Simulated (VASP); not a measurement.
Here is a VASP 6.6.1 calculation.

INCAR

```
PREC = Accurate ; ENCUT = 520
EDIFF = 1E-7 ; ISMEAR = -1
SIGMA = 0.1 ; LREAL = False
LASPH = True ; NELM = 150
ALGO = Normal ; ISIF = 2
LWAVE = False ; LCHARG = False
ISPIN = 2 ; MAGMOM = 0 3.5 3.5 3.5 0
LORBIT = 11 ; LMAXMIX = 4
GGA = PS ; IVDW = 12
NBANDS = 28
```

Contents of KPOINTS:

```
Automatic mesh
0
Gamma
  6 6 6
```

The input POSCAR:

```
AlFe3C
1.0
    3.6686231853      0.0000000000      0.0000000000
    0.0000000000      3.6686231853      0.0000000000
    0.0000000000      0.0000000000      3.6686231853
Al Fe C
1 3 1
Direct
    0.0000000000      0.0000000000      0.0000000000
    0.0000000000      0.5000000000      0.5000000000
    0.5000000000      0.5000000000      0.0000000000
    0.5000000000      0.0000000000      0.5000000000
    0.5000000000      0.5000000000      0.5000000000
```

Potentials or basis: VASP PAW PBE potentials, release 64 (Al, Fe, C).

Run with:

```sh
$ cat potpaw_PBE.64/Al/POTCAR potpaw_PBE.64/Fe/POTCAR potpaw_PBE.64/C/POTCAR > POTCAR
$ mpirun -np 1 vasp_std > vasp.out
```

Q: What does it give for the site moments?

A: Al -0.02; Fe +0.50; C -0.04 μB.

Q: What does it give for the net moment?

A: 1.43 μB per cell.

Q: What does it give for the pressure?

A: 1.5 GPa.

Caveat: the PAW data sets were made with another functional, which shifts forces and pressure a little.
